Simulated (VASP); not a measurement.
Write the native input for VASP 6.6.1 that does the following.

```
Task                   : relaxation of cell and atoms
Functional             : PBE
Potentials or basis    : VASP PAW PBE potentials, release 64 (Sn_d, Ge_d)
Cutoff                 : 600 eV
k mesh                 : 6 × 4 × 2
Occupations            : gaussian, width 0.1 eV
Spin                   : no spin polarisation
Dipole correction      : no
Further INCAR settings : ALGO = Normal; EDIFF = 1e-06; IBRION = 2; EDIFFG = -0.04; NSW = 90; ISIF = 3
```

The structure of SnGe5 lies in POSCAR:

```
SnGe5
1.0
    3.0843953900      0.0000000000      0.0000000000
    0.0000000000      4.3619937900      0.0000000000
    0.0000000000      0.0000000000      9.2531861700
Sn Ge
1 5
Direct
    0.0000000000      0.0000000000      0.5000000000
    0.0000000000      0.0000000000      0.1666666700
    0.5000000000      0.5000000000      0.3333333300
    0.5000000000      0.5000000000      0.6666666700
    0.0000000000      0.0000000000      0.8333333300
    0.5000000000      0.5000000000      0.0000000000
```

One way to write it, as run:

INCAR

```
  PREC = Accurate
  ENCUT = 600
  EDIFF = 1E-6
  ISMEAR = 0
  SIGMA = 0.1
  LREAL = False
  LASPH = True
  NELM = 80
  ALGO = Normal
  ISIF = 3
  LWAVE = False
  LCHARG = False
  GGA = PE
  IBRION = 2
  NSW = 90
  EDIFFG = -0.04
```

KPOINTS

```
regular mesh
0
Gamma
  6 4 2
```

Potentials or basis: VASP PAW PBE potentials, release 64 (Sn_d, Ge_d).

Command:

```console
$ cat potpaw_PBE.64/Sn_d/POTCAR potpaw_PBE.64/Ge_d/POTCAR > POTCAR
$ mpirun -np 1 vasp_std > vasp.out
```

It gave:

```
Relaxed volume                        : 21.21 Å³/atom
Relaxed cell                          : a = 3.033 Å, b = 4.465 Å, c = 9.398 Å, α = 90.00°, β = 90.00°, γ = 90.00°
Space group after relaxing (to 0.1 Å) : Pmmm (No. 47)
Energy gained by relaxing             : 41.0 meV/atom
Ionic steps                           : 16
Pressure after relaxing               : 0.1 GPa
Largest force after relaxing          : 0.009 eV/Å
Band gap on the k mesh                : zero (bands 42 and 43 overlap by 4.70 eV)
```

Caveat: the k points lie up to 0.35 Å⁻¹ apart in the final cell, too coarse for converged energies and pressures of a metal; spin-orbit coupling is left out, which moves the levels of the heavy elements.

It took 20 min on 1 thread of AMD EPYC 9R45 96-Core Processor (Zen 5) (shared host), peak memory 0.34 GiB.
